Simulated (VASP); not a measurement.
Input of a VASP 6.6.1 run:

File INCAR:

```
SYSTEM = Si6O11
ALGO = Normal
EDIFF = 1E-6
ENCUT = 520
ISIF = 2
ISMEAR = 0
LASPH = .TRUE.
LCHARG = .FALSE.
LREAL = Auto
LWAVE = .FALSE.
NBANDS = 59
NELECT = 88.0
NELM = 60
PREC = Accurate
SIGMA = 0.05
```

File KPOINTS:

```
k-points
0
G
  4 4 2
  0 0 0
```

The input POSCAR:

```
Si6O11
1.0
   -2.4333868794      4.2147497096      0.0000000000
    0.0000000000      0.0000000000      5.3651521237
    7.3001606382      4.2147497096      0.0000000000
Si O
6 11
Direct
    0.7676536602      0.3333333333      0.2323463398
    0.2676536602      0.3333333333      0.7323463398
    0.4646926795      0.6666666667      0.0000000000
    0.9646926795      0.6666666667      0.5000000000
    0.2676536602      0.0000000000      0.2676536602
    0.7676536602      0.0000000000      0.7676536602
    0.0706884960      0.2213245393      0.2055640003
    0.5706884960      0.2213245393      0.7055640003
    0.7730017524      0.5546578727      0.3618737519
    0.2730017524      0.5546578727      0.8618737519
    0.6563097516      0.8879912060      0.9325622479
    0.3586964040      0.7969983849      0.1874780455
    0.7730017524      0.7786754607      0.6381262481
    0.6563097516      0.4453421273      0.0674377521
    0.1563097516      0.4453421273      0.5674377521
    0.5706884960      0.1120087940      0.2944359997
    0.0706884960      0.1120087940      0.7944359997
```

Potentials or basis: VASP PAW LDA potentials, release 64 (Si, O).

The run is started by

```bash
$ cat potpaw_LDA.64/Si/POTCAR potpaw_LDA.64/O/POTCAR > POTCAR
$ mpirun -np 1 vasp_std > vasp.out
```

**Question.** Predict the largest force.

**Answer.** 18.465 eV/Å.

Forces on the atoms (eV/Å):
```
Si   -0.313  -1.732   0.073
Si    1.011   1.399  -0.473
Si    0.323   1.026  -0.132
Si    2.556  -1.029  -3.008
Si    5.768   0.267  14.237
Si    0.983   0.367   1.443
O     0.501   0.991  -1.320
O    -0.311  -0.219   0.018
O     0.131   1.117   1.422
O     0.896   0.291   0.829
O     0.651  -0.197  -0.313
O   -10.285  -2.896 -15.059
O    -1.785  -0.014  -0.086
O     0.200   0.270  -0.290
O    -1.337  -0.927   1.236
O     1.398   1.402   1.494
O    -0.387  -0.118  -0.071
```

Caveat: the cell carries a net charge on a neutralising background, which shifts energy and pressure; the cell differs from its parent crystal (atoms taken out, atom 12 moved 0.125 of the way to it and +0.500 Å across, host rigid).
